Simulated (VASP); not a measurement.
LaFeGe:

```xyz
3
Lattice="4.2318 0.0000 0.0000 -2.1159 3.6649 0.0000 0.0000 0.0000 4.2858" Properties=species:S:1:pos:R:3 pbc="T T T"
La    0.0000    0.0000    0.0000
Ge    2.1159    1.2216    2.1429
Fe    0.0000    2.4432    2.1429
```

Program: VASP 6.6.1. Alike in all runs: task single point; level PBE; potentials or basis VASP PAW PBE potentials, release 64 (La, Ge_d, Fe_sv); spin collinear, ferromagnetic start; cell as given; k mesh 6 × 6 × 5; cutoff (eV) 600; smearing fermi-dirac 0.05 eV.

Question: Order these runs on this cell by their pressure, lowest first.
A. fixed moment (μB) 3.0
B. fixed moment (μB) 1.5
C. fixed moment (μB) 4.5

Answer: B (-1.7 GPa), A (0.7 GPa), C (3.1 GPa).

Caveats: the total moment is fixed, so each spin has its own Fermi level; the cell stands under pressure (at least some runs).
